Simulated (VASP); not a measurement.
# W (I4/mmm) in VASP: further runs

Runs on W. Level: r2SCAN. Tasks: single point.

Everything below comes from runs of VASP 6.6.1. Logs are shortened: lines on timing, memory, paths and dates and some standing lists are left out, and cuts for length are marked.

## Step 1: The cell of the first run

The structure is tetragonal, space group I4/mmm (No. 139). The conventional cell has a = 2.871 Å, b = 2.871 Å, c = 3.908 Å, α = 90.00°, β = 90.00°, γ = 90.00°. Within 3.7 Å of W (site symmetry 4/mmm) lie 12 W at 2.82 to 2.87 Å.

## Step 2: Single point, r2SCAN (strain -0.0375 x Voigt [0, 1, 0, 0, 0, 0])

The input, POSCAR:

```
W
1.0
    0.0000000000      1.9538750000      2.0300000000
    2.0300000000      0.0000000000      2.0300000000
    2.0300000000      1.9538750000      0.0000000000
W
1
Direct
    0.0000000000      0.0000000000      0.0000000000
```

The input, INCAR.step1:

```
PREC = Accurate
ENCUT = 520
ISMEAR = 0
SIGMA = 0.15
LREAL = F
LASPH = T
NELM = 60
NBANDS = 13
GGA = PE
ALGO = Normal
EDIFF = 1E-4
LWAVE = T
LCHARG = F
```

The input, INCAR.step2:

```
PREC = Accurate
ENCUT = 520
EDIFF = 1E-6
ISMEAR = 0
SIGMA = 0.15
LREAL = F
LASPH = T
NELM = 60
ALGO = Normal
ISIF = 2
LWAVE = F
LCHARG = F
METAGGA = R2SCAN
LMIXTAU = T
NBANDS = 13
ISTART = 1
```

The input, KPOINTS:

```
Automatic mesh
0
Gamma
  20 20 20
```

Potentials or basis: VASP PAW PBE potentials, release 64 (W_sv).

Launch:

```bash
cat potpaw_PBE.64/W_sv/POTCAR > POTCAR
cp INCAR.step1 INCAR
mpirun -np 1 vasp_std > vasp.out
cp INCAR.step2 INCAR
mpirun -np 1 vasp_std > vasp.out
```

OUTCAR:

```text
PREC = Accurate
   ENCUT = 520
   EDIFF = 1E-6
   ISMEAR = 0
   LREAL = F
   LASPH = T
   NELM = 60
   ISIF = 2
   METAGGA = R2SCAN
   ISTART = 1

 ion  position               nearest neighbor table
   1  0.000  0.000  0.000-

  LATTYP: Found a body centered tetragonal cell.
 ALAT       =     2.8708535316
 C/A-ratio  =     1.3611805538

  Lattice vectors:

 A1 = (   0.0000000000,  -1.9538750000,   2.0300000000)
 A2 = (   0.0000000000,  -1.9538750000,  -2.0300000000)
 A3 = (   2.0300000000,   1.9538750000,   0.0000000000)

Analysis of symmetry for initial positions (statically):
=====================================================================
 Subroutine PRICEL returns:
 Original cell was already a primitive cell.

 Routine SETGRP: Setting up the symmetry group for a
 body centered tetragonal supercell.

 Subroutine GETGRP returns: Found 16 space group operations
 (whereof 16 operations were pure point group operations)
 out of a pool of 16 trial point group operations.

The static configuration has the point symmetry D_4h.

Analysis of symmetry for dynamics (positions and initial velocities):
=====================================================================
 Subroutine PRICEL returns:
 Original cell was already a primitive cell.

 Routine SETGRP: Setting up the symmetry group for a
 body centered tetragonal supercell.

 Subroutine GETGRP returns: Found 16 space group operations
 (whereof 16 operations were pure point group operations)
 out of a pool of 16 trial point group operations.

The dynamic configuration has the point symmetry D_4h.

 Subroutine INISYM returns: Found 16 space group operations
 (whereof 16 operations are pure point group operations),
 and found     1 'primitive' translations

----------------------------------------------------------------------------------------

                                     Primitive cell

  volume of cell :      16.1034

  direct lattice vectors                    reciprocal lattice vectors
     0.000000000  1.953875000  2.030000000    -0.246305419  0.255901734  0.246305419
     2.030000000  0.000000000  2.030000000     0.246305419 -0.255901734  0.246305419
     2.030000000  1.953875000  0.000000000     0.246305419  0.255901734 -0.246305419

  length of vectors
     2.817539266  2.870853532  2.817539266     0.432224960  0.432224960  0.432224960

  position of ions in fractional coordinates (direct lattice)
     0.000000000  0.000000000  0.000000000

  ion indices of the primitive-cell ions
   primitive index   ion index
                 1           1

----------------------------------------------------------------------------------------

 KPOINTS: Automatic mesh

Automatic generation of k-mesh.
 Grid dimensions read from file:
 generate k-points for:   20   20   20

 Generating k-lattice:

  Cartesian coordinates                     Fractional coordinates (reciprocal lattice)
    -0.012315271  0.012795087  0.012315271     0.050000000  0.000000000  0.000000000
     0.012315271 -0.012795087  0.012315271    -0.000000000  0.050000000 -0.000000000
     0.012315271  0.012795087 -0.012315271     0.000000000  0.000000000  0.050000000

  Length of vectors
     0.021611248  0.021611248  0.021611248

  Shift w.r.t. Gamma in fractional coordinates (k-lattice)
     0.000000000  0.000000000  0.000000000

 Subroutine IBZKPT returns following result:
 ===========================================

 Found    641 irreducible k-points:

 Following reciprocal coordinates:
            Coordinates               Weight
  0.000000  0.000000  0.000000      1.000000
  0.050000  0.000000  0.000000      8.000000
  0.100000  0.000000 -0.000000      8.000000
  0.150000  0.000000  0.000000      8.000000
  0.200000  0.000000 -0.000000      8.000000
  0.250000  0.000000  0.000000      8.000000
[... 16 lines left out ...]
 -0.400000  0.050000  0.000000     16.000000
 -0.350000  0.050000 -0.000000     16.000000
 [... further k-points ...]
   k-points           NKPTS =    641   k-points in BZ     NKDIM =    641   number of bands    NBANDS=     13
   number of dos      NEDOS =    301   number of ions     NIONS =      1
   total plane-waves  NPLWV =  13824
   dimension x,y,z NGX =    24 NGY =   24 NGZ =   24
   dimension x,y,z NGXF=    48 NGYF=   48 NGZF=   48
   ions per type =               1
   NGX,Y,Z   is equivalent  to a cutoff of  14.16, 13.90, 14.16 a.u.
   NGXF,Y,Z  is equivalent  to a cutoff of  28.32, 27.80, 28.32 a.u.
 SYSTEM =  unknown system
   PREC   = accura    normal or accurate (medium, high low for compatibility)
   ISTART =      1    job   : 0-new  1-cont  2-samecut
   ICHARG =      0    charge: 1-file 2-atom 10-const
   ISPIN  =      1    spin polarized calculation?
   LNONCOLLINEAR =      F non collinear calculations
   LSORBIT =      F    spin-orbit coupling
   LASPH  =      T    aspherical Exc in radial PAW
   ENCUT  =  520.0 eV  38.22 Ry    6.18 a.u.   5.24  5.34  5.24*2*pi/ulx,y,z
   NELM   =     60;   NELMIN=  2; NELMDL=  0     # of ELM steps
   EDIFF  = 0.1E-05   stopping-criterion for ELM
   LREAL  =      F    real-space projection
   EDIFFG = 0.1E-04   stopping-criterion for IOM
   NSW    =      0    number of steps for IOM
   IBRION =     -1    ionic relax: 0-MD 1-quasi-New 2-CG
   NFREE  =      0    steps in history (QN), initial steepest desc. (CG)
   ISIF   =      2    stress and relaxation
   ISYM   =      2    0-nonsym 1-usesym 2-fastsym
   POTIM  = 0.5000    time-step for ionic-motion
   TEBEG  =    0.0;   TEEND  =   0.0 temperature during run
   PSTRESS=    0.0 pullay stress
   NELECT =      14.0000    total number of electrons
   NUPDOWN=      -1.0000    fix difference up-down
   EMIN   =  10.00;   EMAX   =-10.00  energy-range for DOS
   EFERMI =   0.00;   METHOD = LEGACY
   ISMEAR =     0;   SIGMA  =   0.15  broadening in eV -4-tet -1-fermi 0-gaus
   EFERMI_NEDOS =   21; number of points for ismear=-14 and -15
   IALGO  =     38    algorithm
   IMIX   =      4    mixing-type and parameters
     AMIX     =   0.40;   BMIX     =  1.00
     AMIX_MAG =   1.60;   BMIX_MAG =  1.00
  volume/ion in A,a.u.               =      16.10       108.67
  Fermi-wavevector in a.u.,A,eV,Ry     =   1.562468  2.952637 33.216003  2.441307
  Thomas-Fermi vector in A             =   2.665382
   LORBIT       =      0    0 simple, 1 ext, 2 COOP (PROOUT), +10 PAW based schemes
   METAGGA = R2SCAN    functional components
   LHFCALC =     F    Hartree Fock is set to
   AEXX    =    0.0000 exact exchange contribution
   IVDW    =     0    specifies the selected vdW correction
   LEPSILON=     F    determine dielectric tensor
   LRPA    =     F    only Hartree local field effects (RPA)
 non-spin polarized calculation
 Gauss-broadening in eV      SIGMA  =   0.15
  energy-cutoff  :      520.00
  volume of cell :       16.10
 maximum number of plane-waves:       444
 NGX is ok and might be reduce to    24
   NGX = 11   NGY = 11   NGZ = 11

 number of electron      14.0000000 magnetization

 Free energy of the ion-electron system (eV)
  ---------------------------------------------------
  ext. energy  EPLUGINS =         0.00000000
  ---------------------------------------------------
  free energy    TOTEN  =       -50.82254462 eV

  energy without entropy =      -50.81077479  energy(sigma->0) =      -50.81665970

 E-fermi :  10.6574     XC(G=0): -14.8506

 val. band max:       10.6521898271   @ k =   0.3000   0.0000   0.0500
 cond. band min:      10.6587956166   @ k =  -0.1000   0.1000   0.0000
 fundamental gap:      0.0066057894
 Fermi energy:        10.6574064146

 k-point     1 :       0.0000    0.0000    0.0000
  band No.  band energies     occupation
      1     -64.9835      2.00000
      2     -27.9009      2.00000
      3     -27.9009      2.00000
      4     -27.8704      2.00000
      5       1.0207      2.00000
      6       9.8027      2.00000
      7       9.8027      2.00000
      8      10.3973      1.98580
      9      13.0309      0.00000
     10      13.8578      0.00000
     11      24.0112      0.00000
     12      29.2840      0.00000
     13      29.2840      0.00000

 k-point     2 :       0.0500    0.0000    0.0000
  band No.  band energies     occupation
      1     -64.9804      2.00000
      2     -27.9290      2.00000
      3     -27.9061      2.00000
      4     -27.8801      2.00000
      5       1.1388      2.00000
      6       9.7584      2.00000
      7       9.8575      2.00000
      8      10.4005      1.98456
      9      12.9875      0.00000
     10      13.7964      0.00000
     11      24.2520      0.00000
     12      28.9728      0.00000
     13      29.4992      0.00000

 k-point     3 :       0.1000    0.0000   -0.0000
  band No.  band energies     occupation
      1     -64.9711      2.00000
      2     -28.0246      2.00000
      3     -27.9210      2.00000
      4     -27.8933      2.00000
      5       1.4825      2.00000
      6       9.5802      2.00000
      7      10.0022      2.00000
      8      10.4751      1.91435
      9      12.8901      0.00000
     10      13.6419      0.00000
     11      24.9147      0.00000
     12      28.0288      0.00000
     13      30.1270      0.00000
[... 305 lines left out ...]
 k-point    23 :      -0.4000    0.0500    0.0000
  band No.  band energies     occupation
      1     -64.8595      2.00000
      2     -29.1053      2.00000
      3     -28.1179      2.00000
      4     -28.0137      2.00000
      5       4.6626      2.00000
      6       9.5254      2.00000
      7      10.2791      1.99964
      8      10.3442      1.99686
      9      15.1734      0.00000
     10      16.0647      0.00000
     11      22.1875      0.00000
     12      24.7508      0.00000
     13      30.7219      0.00000

 k-point    24 :      -0.3500    0.0500   -0.0000
  band No.  band energies     occupation
      1     -64.8723      2.00000
      2     -28.9877      2.00000
      3     -28.1008      2.00000
      4     -27.9965      2.00000
      5       4.5419      2.00000
      6       9.5910      2.00000
      7       9.7082      2.00000
      8      10.4689      1.92441
      9      14.5112      0.00000
     10      15.4921      0.00000
     11      22.7785      0.00000
     12      26.0729      0.00000
     13      31.7873      0.00000

 [... further k-points ...]

------------------------ aborting loop because EDIFF is reached ----------------------------------------

  FORCE on cell =-STRESS in cart. coord.  units (eV):
  Direction    XX          YY          ZZ          XY          YZ          ZX
  --------------------------------------------------------------------------------------
  -------------------------------------------------------------------------------------
  Total        0.8724290     -0.7779402      0.8724290      0.0000000     -0.0000000      0.0000000
  in kB       86.8004236    -77.3994662     86.8004236      0.0000000     -0.0000000      0.0000000
  external PRESSURE =      32.0671270 kB  Pullay stress =       0.0000000 kB

 VOLUME and BASIS-vectors are now :
 -----------------------------------------------------------------------------
  energy-cutoff  :      520.00
  volume of cell :       16.10
      direct lattice vectors                 reciprocal lattice vectors
     0.000000000  1.953875000  2.030000000    -0.246305419  0.255901734  0.246305419
     2.030000000  0.000000000  2.030000000     0.246305419 -0.255901734  0.246305419
     2.030000000  1.953875000  0.000000000     0.246305419  0.255901734 -0.246305419

 POSITION                                       TOTAL-FORCE (eV/Angst)
 -----------------------------------------------------------------------------------
      0.00000      0.00000      0.00000         0.000000     -0.000000      0.000000
 -----------------------------------------------------------------------------------
    total drift:                                0.000000     -0.000000     -0.000000

  FREE ENERGIE OF THE ION-ELECTRON SYSTEM (eV)
  ---------------------------------------------------
  free  energy   TOTEN  =       -50.8225446203 eV

  energy  without entropy=      -50.8107747892  energy(sigma->0) =      -50.81665970
```

Wall time 5.8 min (1 thread of AMD EPYC 9R45 (Zen 5), shared host); peak memory 0.22 GiB.

Results:

```
Free energy            : -50.8225 eV
Pressure               : 3.2 GPa
Band gap on the k mesh : zero (bands 7 and 8 overlap by 4.24 eV)
```

Caveat: the cell differs from its parent crystal (strain -0.0375 x Voigt [0, 1, 0, 0, 0, 0]); the stress differs along the axes, from -8 to 9 GPa; the PAW data sets were made with another functional, which shifts forces and pressure a little; spin-orbit coupling is left out, which moves the levels of the heavy elements.

## Step 3: Single point, r2SCAN (strain +0.0375 x Voigt [0, 1, 0, 0, 0, 0])

The input, POSCAR:

```
W
1.0
    0.0000000000      2.1061250000      2.0300000000
    2.0300000000      0.0000000000      2.0300000000
    2.0300000000      2.1061250000      0.0000000000
W
1
Direct
    0.0000000000      0.0000000000      0.0000000000
```

The input, INCAR.step1:

```
ALGO = Normal
EDIFF = 1E-4
ENCUT = 520
GGA = PE
ISMEAR = 0
LASPH = T
LCHARG = F
LREAL = F
LWAVE = T
NBANDS = 13
NELM = 80
PREC = Accurate
SIGMA = 0.15
```

The input, INCAR.step2:

```
ALGO = Normal
EDIFF = 1E-7
ENCUT = 520
ISIF = 2
ISMEAR = 0
ISTART = 1
LASPH = T
LCHARG = T
LELF = T
LMIXTAU = T
LREAL = F
LVHAR = T
LWAVE = F
METAGGA = R2SCAN
NBANDS = 13
NELM = 80
PREC = Accurate
SIGMA = 0.15
```

The input, KPOINTS:

```
k-points
0
Gamma
  20 20 20
```

Potentials or basis: VASP PAW PBE potentials, release 64 (W_sv).

Launch:

```bash
cat potpaw_PBE.64/W_sv/POTCAR > POTCAR
cp INCAR.step1 INCAR
mpirun -np 1 vasp_std > vasp.out
cp INCAR.step2 INCAR
mpirun -np 1 vasp_std > vasp.out
```

It took 6.7 min on 1 thread of AMD EPYC 9R45 (Zen 5), shared host; peak memory 0.23 GiB.

It converged, with:

| Quantity | Value |
| --- | --- |
| Free energy | -50.7591 eV |
| Pressure | -17.1 GPa |
| Band gap on the k mesh | zero (bands 7 and 8 overlap by 3.38 eV) |

Stress tensor (GPa, compression positive):
```
-20.86   0.00   0.00
  0.00  -9.51   0.00
  0.00   0.00 -20.86
```

Levels at points of the mesh, in eV from the Fermi level:
| k point | band 4 | band 5 | band 6 | band 7 | band 8 | band 9 | band 10 | band 11 |
| --- | --- | --- | --- | --- | --- | --- | --- | --- |
| (0.00, 0.00, 0.00) | -38.79 | -9.24 | -0.94 | -0.39 | -0.39 | 2.16 | 2.93 | 13.26 |
| (0.50, 0.00, 0.00) | -38.90 | -5.65 | -1.00 | -0.41 | 0.24 | 4.69 | 4.93 | 9.93 |
| (0.50, 0.50, 0.00) | -39.17 | -5.35 | -4.49 | 2.90 | 4.79 | 5.18 | 5.69 | 11.31 |
| (0.50, 0.00, 0.50) | -39.11 | -5.44 | -4.47 | 2.16 | 4.94 | 5.42 | 5.42 | 12.05 |

Caveat: the cell differs from its parent crystal (strain +0.0375 x Voigt [0, 1, 0, 0, 0, 0]); the stress differs along the axes, from -21 to -10 GPa; the PAW data sets were made with another functional, which shifts forces and pressure a little; spin-orbit coupling is left out, which moves the levels of the heavy elements.
